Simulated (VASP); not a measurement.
# Ni (Fm-3m) in VASP: further runs

Ni is run at these levels: PBE; tasks: single point.

Everything below comes from runs of VASP 6.6.1. Logs are shortened: lines on timing, memory, paths and dates and some standing lists are left out, and cuts for length are marked.

## 1. The cell of the first run

Symmetry: Fm-3m, No. 225, cubic system. The conventional cell has a = 3.524 Å, b = 3.524 Å, c = 3.524 Å, α = 90.00°, β = 90.00°, γ = 90.00°. Ni (site symmetry m-3m) has 12 Ni at 2.49 Å within 3.3 Å.

## 2. Single point, PBE

Input file INCAR:

```
SYSTEM = Ni
PREC = Accurate
ENCUT = 520
EDIFF = 1E-7
ISMEAR = 0
SIGMA = 0.05
LREAL = .False.
LASPH = .True.
NELM = 100
ALGO = Fast
ISIF = 2
LWAVE = .False.
LCHARG = .True.
GGA = PE
LELF = .True.
LVHAR = .True.
NBANDS = 11
```

Input file KPOINTS:

```
regular mesh
0
Gamma
  22 22 22
  0 0 0
```

Input file POSCAR:

```
Ni
1.0
    0.0000000000      1.7619350000      1.7619350000
    1.7619350000      0.0000000000      1.7619350000
    1.7619350000      1.7619350000      0.0000000000
Ni
1
Direct
    0.0000000000      0.0000000000      0.0000000000
```

Potentials or basis: VASP PAW PBE potentials, release 64 (Ni).

On the command line:

```bash
> cat potpaw_PBE.64/Ni/POTCAR > POTCAR
> mpirun -np 1 vasp_std > vasp.out
```

OUTCAR:

```text
SYSTEM = Ni
   PREC = Accurate
   ENCUT = 520
   EDIFF = 1E-7
   ISMEAR = 0
   LREAL = .False.
   LASPH = .True.
   NELM = 100
   ISIF = 2
   GGA = PE

 ion  position               nearest neighbor table
   1  0.000  0.000  0.000-

  LATTYP: Found a face centered cubic cell.
 ALAT       =     3.5238700000

  Lattice vectors:

 A1 = (   0.0000000000,   1.7619350000,   1.7619350000)
 A2 = (   1.7619350000,   0.0000000000,   1.7619350000)
 A3 = (   1.7619350000,   1.7619350000,   0.0000000000)

Analysis of symmetry for initial positions (statically):
=====================================================================
 Subroutine PRICEL returns:
 Original cell was already a primitive cell.

 Routine SETGRP: Setting up the symmetry group for a
 face centered cubic supercell.

 Subroutine GETGRP returns: Found 48 space group operations
 (whereof 48 operations were pure point group operations)
 out of a pool of 48 trial point group operations.

The static configuration has the point symmetry O_h .

Analysis of symmetry for dynamics (positions and initial velocities):
=====================================================================
 Subroutine PRICEL returns:
 Original cell was already a primitive cell.

 Routine SETGRP: Setting up the symmetry group for a
 face centered cubic supercell.

 Subroutine GETGRP returns: Found 48 space group operations
 (whereof 48 operations were pure point group operations)
 out of a pool of 48 trial point group operations.

The dynamic configuration has the point symmetry O_h .

 Subroutine INISYM returns: Found 48 space group operations
 (whereof 48 operations are pure point group operations),
 and found     1 'primitive' translations

----------------------------------------------------------------------------------------

                                     Primitive cell

  volume of cell :      10.9396

  direct lattice vectors                    reciprocal lattice vectors
     0.000000000  1.761935000  1.761935000    -0.283778914  0.283778914  0.283778914
     1.761935000  0.000000000  1.761935000     0.283778914 -0.283778914  0.283778914
     1.761935000  1.761935000  0.000000000     0.283778914  0.283778914 -0.283778914

  length of vectors
     2.491752373  2.491752373  2.491752373     0.491519496  0.491519496  0.491519496

  position of ions in fractional coordinates (direct lattice)
     0.000000000  0.000000000  0.000000000

  ion indices of the primitive-cell ions
   primitive index   ion index
                 1           1

----------------------------------------------------------------------------------------

 KPOINTS: regular mesh

Automatic generation of k-mesh.
 Grid dimensions read from file:
 generate k-points for:   22   22   22

 Generating k-lattice:

  Cartesian coordinates                     Fractional coordinates (reciprocal lattice)
    -0.012899042  0.012899042  0.012899042     0.045454545  0.000000000  0.000000000
     0.012899042 -0.012899042  0.012899042     0.000000000  0.045454545  0.000000000
     0.012899042  0.012899042 -0.012899042     0.000000000  0.000000000  0.045454545

  Length of vectors
     0.022341795  0.022341795  0.022341795

  Shift w.r.t. Gamma in fractional coordinates (k-lattice)
     0.000000000  0.000000000  0.000000000

 Subroutine IBZKPT returns following result:
 ===========================================

 Found    328 irreducible k-points:

 Following reciprocal coordinates:
            Coordinates               Weight
  0.000000  0.000000  0.000000      1.000000
  0.045455  0.000000  0.000000      8.000000
  0.090909  0.000000  0.000000      8.000000
  0.136364  0.000000  0.000000      8.000000
  0.181818  0.000000  0.000000      8.000000
  0.227273  0.000000  0.000000      8.000000
[... 16 lines left out ...]
  0.500000  0.045455  0.000000     24.000000
 -0.454545  0.045455  0.000000     24.000000
 [... further k-points ...]
   k-points           NKPTS =    328   k-points in BZ     NKDIM =    328   number of bands    NBANDS=     11
   number of dos      NEDOS =    301   number of ions     NIONS =      1
   total plane-waves  NPLWV =   8000
   dimension x,y,z NGX =    20 NGY =   20 NGZ =   20
   dimension x,y,z NGXF=    40 NGYF=   40 NGZF=   40
   ions per type =               1
   NGX,Y,Z   is equivalent  to a cutoff of  13.34, 13.34, 13.34 a.u.
   NGXF,Y,Z  is equivalent  to a cutoff of  26.69, 26.69, 26.69 a.u.
 SYSTEM =  Ni
   PREC   = accura    normal or accurate (medium, high low for compatibility)
   ISTART =      0    job   : 0-new  1-cont  2-samecut
   ICHARG =      2    charge: 1-file 2-atom 10-const
   ISPIN  =      1    spin polarized calculation?
   LNONCOLLINEAR =      F non collinear calculations
   LSORBIT =      F    spin-orbit coupling
   LASPH  =      T    aspherical Exc in radial PAW
   ENCUT  =  520.0 eV  38.22 Ry    6.18 a.u.   4.63  4.63  4.63*2*pi/ulx,y,z
   NELM   =    100;   NELMIN=  2; NELMDL= -5     # of ELM steps
   EDIFF  = 0.1E-06   stopping-criterion for ELM
   LREAL  =      F    real-space projection
   EDIFFG = 0.1E-05   stopping-criterion for IOM
   NSW    =      0    number of steps for IOM
   IBRION =     -1    ionic relax: 0-MD 1-quasi-New 2-CG
   NFREE  =      0    steps in history (QN), initial steepest desc. (CG)
   ISIF   =      2    stress and relaxation
   ISYM   =      2    0-nonsym 1-usesym 2-fastsym
   POTIM  = 0.5000    time-step for ionic-motion
   TEBEG  =    0.0;   TEEND  =   0.0 temperature during run
   PSTRESS=    0.0 pullay stress
   NELECT =      10.0000    total number of electrons
   NUPDOWN=      -1.0000    fix difference up-down
   EMIN   =  10.00;   EMAX   =-10.00  energy-range for DOS
   EFERMI =   0.00;   METHOD = LEGACY
   ISMEAR =     0;   SIGMA  =   0.05  broadening in eV -4-tet -1-fermi 0-gaus
   EFERMI_NEDOS =   21; number of points for ismear=-14 and -15
   IALGO  =     68    algorithm
   IMIX   =      4    mixing-type and parameters
     AMIX     =   0.40;   BMIX     =  1.00
     AMIX_MAG =   1.60;   BMIX_MAG =  1.00
  volume/ion in A,a.u.               =      10.94        73.82
  Fermi-wavevector in a.u.,A,eV,Ry     =   1.588821  3.002436 34.345893  2.524352
  Thomas-Fermi vector in A             =   2.687765
   LORBIT       =      0    0 simple, 1 ext, 2 COOP (PROOUT), +10 PAW based schemes
   GGA     = PE    functional components
   LHFCALC =     F    Hartree Fock is set to
   AEXX    =    0.0000 exact exchange contribution
   IVDW    =     0    specifies the selected vdW correction
   LEPSILON=     F    determine dielectric tensor
   LRPA    =     F    only Hartree local field effects (RPA)
 non-spin polarized calculation
 RMM-DIIS sequential band-by-band and
 Gauss-broadening in eV      SIGMA  =   0.05
  energy-cutoff  :      520.00
  volume of cell :       10.94
 maximum number of plane-waves:       306
   NGX =  9   NGY =  9   NGZ =  9

 number of electron      10.0000010 magnetization

 Free energy of the ion-electron system (eV)
  ---------------------------------------------------
  ext. energy  EPLUGINS =         0.00000000
  ---------------------------------------------------
  free energy    TOTEN  =        -5.41295991 eV

  energy without entropy =       -5.40684089  energy(sigma->0) =       -5.40990040

 E-fermi :   9.0881     XC(G=0): -13.2220

 val. band max:        9.0848258057   @ k =   0.4545   0.0909   0.0000
 cond. band min:       9.0886752390   @ k =   0.3636   0.2727   0.0909
 fundamental gap:      0.0038494333
 Fermi energy:         9.0881335953

 k-point     1 :       0.0000    0.0000    0.0000
  band No.  band energies     occupation
      1       0.3090      2.00000
      2       7.2709      2.00000
      3       7.2709      2.00000
      4       7.2709      2.00000
      5       8.3593      2.00000
      6       8.3593      2.00000
      7      32.8930      0.00000
      8      36.7856      0.00000
      9      36.7856      0.00000
     10      36.7856      0.00000
     11      39.7683      0.00000

 k-point     2 :       0.0455    0.0000    0.0000
  band No.  band energies     occupation
      1       0.3897      2.00000
      2       7.2487      2.00000
      3       7.2895      2.00000
      4       7.2895      2.00000
      5       8.3512      2.00000
      6       8.3512      2.00000
      7      32.6699      0.00000
      8      35.5939      0.00000
      9      36.5854      0.00000
     10      36.5854      0.00000
     11      40.0618      0.00000

 k-point     3 :       0.0909    0.0000    0.0000
  band No.  band energies     occupation
      1       0.6297      2.00000
      2       7.1859      2.00000
      3       7.3404      2.00000
      4       7.3404      2.00000
      5       8.3314      2.00000
      6       8.3314      2.00000
      7      31.5606      0.00000
      8      34.3199      0.00000
      9      36.1456      0.00000
     10      36.1456      0.00000
     11      40.8043      0.00000

 k-point     4 :       0.1364    0.0000    0.0000
  band No.  band energies     occupation
      1       1.0220      2.00000
      2       7.0947      2.00000
      3       7.4079      2.00000
      4       7.4079      2.00000
      5       8.3153      2.00000
      6       8.3153      2.00000
      7      29.4925      0.00000
      8      33.8484      0.00000
      9      35.6622      0.00000
     10      35.6622      0.00000
     11      40.8640      0.00000
[... 239 lines left out ...]
 k-point    22 :       0.4545    0.0455    0.0000
  band No.  band energies     occupation
      1       4.6889      2.00000
      2       7.2074      2.00000
      3       7.2831      2.00000
      4       8.1547      2.00000
      5       9.0703      1.38536
      6       9.3763      0.00000
      7      16.0197      0.00000
      8      31.1662      0.00000
      9      32.8940      0.00000
     10      33.6943      0.00000
     11      37.5029      0.00000

 k-point    23 :       0.5000    0.0455    0.0000
  band No.  band energies     occupation
      1       4.7657      2.00000
      2       7.1884      2.00000
      3       7.2586      2.00000
      4       8.4342      2.00000
      5       9.0911      0.93237
      6       9.6652      0.00000
      7      15.2098      0.00000
      8      31.0160      0.00000
      9      33.2026      0.00000
     10      33.2736      0.00000
     11      37.5778      0.00000

 k-point    24 :      -0.4545    0.0455    0.0000
  band No.  band energies     occupation
      1       4.7516      2.00000
      2       7.1970      2.00000
      3       7.2592      2.00000
      4       8.3925      2.00000
      5       9.0506      1.71208
      6       9.6153      0.00000
      7      15.3843      0.00000
      8      30.9501      0.00000
      9      33.0486      0.00000
     10      33.6673      0.00000
     11      37.2244      0.00000

 [... further k-points ...]

------------------------ aborting loop because EDIFF is reached ----------------------------------------

  FORCE on cell =-STRESS in cart. coord.  units (eV):
  Direction    XX          YY          ZZ          XY          YZ          ZX
  --------------------------------------------------------------------------------------
  -------------------------------------------------------------------------------------
  Total       -0.1469959     -0.1469959     -0.1469959      0.0000000      0.0000000      0.0000000
  in kB      -21.5286213    -21.5286213    -21.5286213      0.0000000      0.0000000      0.0000000
  external PRESSURE =     -21.5286213 kB  Pullay stress =       0.0000000 kB

 VOLUME and BASIS-vectors are now :
 -----------------------------------------------------------------------------
  energy-cutoff  :      520.00
  volume of cell :       10.94
      direct lattice vectors                 reciprocal lattice vectors
     0.000000000  1.761935000  1.761935000    -0.283778914  0.283778914  0.283778914
     1.761935000  0.000000000  1.761935000     0.283778914 -0.283778914  0.283778914
     1.761935000  1.761935000  0.000000000     0.283778914  0.283778914 -0.283778914

 POSITION                                       TOTAL-FORCE (eV/Angst)
 -----------------------------------------------------------------------------------
      0.00000      0.00000      0.00000         0.000000      0.000000      0.000000
 -----------------------------------------------------------------------------------
    total drift:                                0.000000      0.000000      0.000000

  FREE ENERGIE OF THE ION-ELECTRON SYSTEM (eV)
  ---------------------------------------------------
  free  energy   TOTEN  =        -5.4129599058 eV

  energy  without entropy=       -5.4068408943  energy(sigma->0) =       -5.40990040
```

It took 81 s on 1 thread of Intel Xeon 8259CL, shared host; peak memory 0.16 GiB.

What came out:

```yaml
Free_energy: -5.4130 eV
Pressure: -2.2 GPa
Band_gap_on_the_k_mesh: zero (bands 5 and 6 overlap by 0.96 eV)
```

Caveat: the run has no spin polarisation, though such a crystal can be magnetic. Spin polarisation is off, so any magnetic state and its effect on volume and gap are missing.

## 3. Single point, PBE (11.04 Å³/atom)

This run uses another cell than the first one, of 11.04 Å³/atom.

Input file INCAR:

```
PREC = Accurate
ENCUT = 520
EDIFF = 1E-6
ISMEAR = 0
SIGMA = 0.05
LREAL = F
LASPH = T
NELM = 60
ALGO = Normal
ISIF = 2
LWAVE = F
LCHARG = F
GGA = PE
NBANDS = 11
```

Input file KPOINTS:

```
Automatic mesh
0
Gamma
  22 22 22
```

Input file POSCAR:

```
Ni
1.0
    0.0000000000      1.7670580031      1.7670580031
    1.7670580031      0.0000000000      1.7670580031
    1.7670580031      1.7670580031      0.0000000000
Ni
1
Direct
    0.0000000000      0.0000000000      0.0000000000
```

Potentials or basis: VASP PAW PBE potentials, release 64 (Ni).

On the command line:

```bash
> cat potpaw_PBE.64/Ni/POTCAR > POTCAR
> mpirun -np 1 vasp_std > vasp.out
```

Run time: 57 s. Hardware: 1 thread of Intel Xeon 8259CL, shared host; peak memory 0.16 GiB.

Results (log left out):

```
Free energy            : -5.4112 eV
Pressure               : -3.8 GPa
Band gap on the k mesh : zero (bands 5 and 6 overlap by 0.94 eV)
```

Levels at points of the mesh, in eV from the Fermi level:
```csv
k point,band 2,band 3,band 4,band 5,band 6,band 7,band 8,band 9
"(0.00, 0.00, 0.00)",-1.79,-1.79,-1.79,-0.72,-0.72,23.73,27.56,27.56
"(0.50, 0.00, 0.00)",-1.84,-1.84,-0.09,0.00,0.00,5.99,22.24,24.68
"(0.50, 0.50, 0.00)",-3.59,-0.01,0.18,0.18,2.63,9.43,14.91,14.91
```

Caveat: the cell stands under tension; the run has no spin polarisation, though such a crystal can be magnetic.
